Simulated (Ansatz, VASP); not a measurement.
## CdTe in VASP and in Ansatz

File POSCAR:

```
CdTe
1.0
    0.0000000000      3.2314888045      3.2314888045
    3.2314888045      0.0000000000      3.2314888045
    3.2314888045      3.2314888045      0.0000000000
Cd Te
1 1
Direct
    0.0000000000      0.0000000000      0.0000000000
    0.2500000000      0.2500000000      0.2500000000
```

Contents of INCAR.step1:

```
SYSTEM = CdTe
ALGO = Normal
EDIFF = 1E-4
ENCUT = 520
GGA = PE
ISMEAR = 0
LASPH = .True.
LCHARG = .False.
LREAL = .False.
LWAVE = .True.
NBANDS = 16
NELM = 60
PREC = Accurate
SIGMA = 0.01
```

The input INCAR.step2:

```
SYSTEM = CdTe
ALGO = Normal
EDIFF = 1E-6
ENCUT = 520
ISIF = 2
ISMEAR = 0
ISTART = 1
LASPH = .True.
LCHARG = .True.
LELF = .True.
LMIXTAU = .True.
LREAL = .False.
LVHAR = .True.
LWAVE = .False.
METAGGA = R2SCAN
NBANDS = 16
NELM = 60
PREC = Accurate
SIGMA = 0.01
```

KPOINTS

```
k-points
0
Gamma
  5 5 5
  0 0 0
```

Input for Ansatz:

```yaml
crystal:
  lattice:
    - [0.0, 3.2314888045370123, 3.2314888045370123]
    - [3.2314888045370123, 0.0, 3.2314888045370123]
    - [3.2314888045370123, 3.2314888045370123, 0.0]
  atoms:
    - { symbol: Cd, position: [0.0, 0.0, 0.0] }
    - { symbol: Te, position: [0.25, 0.25, 0.25] }
kpoints:
  mp_grid:
    grid: [5, 5, 5]
hamiltonian:
  xc: r2scan
  pseudopotentials:
    kind: nc
scf:
  mixing:
    algorithm: anderson
    beta: 0.7
  occupations:
    method: fixed
output:
  stress: true
```

Alike in both runs: task single point; functional r2SCAN; k mesh 5 × 5 × 5; no spin polarisation.

```csv
,VASP,Ansatz
version,VASP 6.6.1,Ansatz 0.2.0
potentials or method,"VASP PAW PBE potentials, release 64 (Cd, Te)","plane waves, norm-conserving potentials"
plane-wave cutoff (eV),520,1306
occupations,"gaussian, width 0.01 eV",fixed
valence electrons in the cell,18,36
```

|  | VASP | Ansatz | Ansatz less VASP |
| --- | --- | --- | --- |
| pressure (GPa) | 2.1 | 2.0 | -0.14 |

VASP's potentials were made for PBE, not for r2SCAN. VASP's potentials hold 18 valence electrons a cell and Ansatz's 36, so a difference there can come from the potentials and not from the codes.

Neither program's run includes spin-orbit coupling.
